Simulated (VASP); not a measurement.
Wanted: the native input for a VASP 6.6.1 run.

```
Task                   : relaxation of shape and atoms at fixed volume
Functional             : PBEsol
Potentials or basis    : VASP PAW PBE potentials, release 64 (Se)
Cutoff                 : 600 eV
k mesh                 : 14 × 14 × 8
Occupations            : fermi-dirac, width 0.1 eV
Spin                   : no spin polarisation
Dipole correction      : no
Further INCAR settings : ALGO = Normal; EDIFF = 1e-06; IBRION = 2; EDIFFG = -0.005; NSW = 50; ISIF = 4
```

The structure of Se lies in POSCAR:

```
Se
1.0
    2.7299536777      0.0000000000      0.0000000000
   -1.3649768389      2.3642092361      0.0000000000
    0.0000000000      0.0000000000      2.9262982953
Se
2
Direct
    0.3333333333      0.6666666667      0.2500000000
    0.6666666667      0.3333333333      0.7500000000
```

This isn't the form of Se at room conditions, which is trigonal, of chains.

One way to write it, as run:

INCAR

```
SYSTEM = Se
PREC = Accurate ; ENCUT = 600
EDIFF = 1E-6 ; ISMEAR = -1
SIGMA = 0.1 ; LREAL = .False.
LASPH = .True. ; NELM = 60
ALGO = Normal ; ISIF = 4
LWAVE = .False. ; LCHARG = .False.
GGA = PS ; IBRION = 2
NSW = 50 ; EDIFFG = -0.005
```

KPOINTS

```
Automatic mesh
0
Gamma
  14 14 8
  0 0 0
```

Potentials or basis: VASP PAW PBE potentials, release 64 (Se).

Command:

```sh
$ cat potpaw_PBE.64/Se/POTCAR > POTCAR
$ mpirun -np 1 vasp_std > vasp.out
```

Results of the run:

| Quantity | Value |
| --- | --- |
| Energy gained by relaxing | 1149.4 meV/atom |
| Ionic steps | 5 |
| Pressure after relaxing | 292.0 GPa |
| Band gap on the k mesh | zero (bands 6 and 7 overlap by 11.84 eV) |

Caveat: a cell axis changed by over 15 % at a fixed basis, so the end point is rough; the PAW data sets were made with another functional, which shifts forces and pressure a little.

It took 63 s on 1 thread of Intel Xeon 8259CL, on a shared host, peak memory 0.16 GiB.
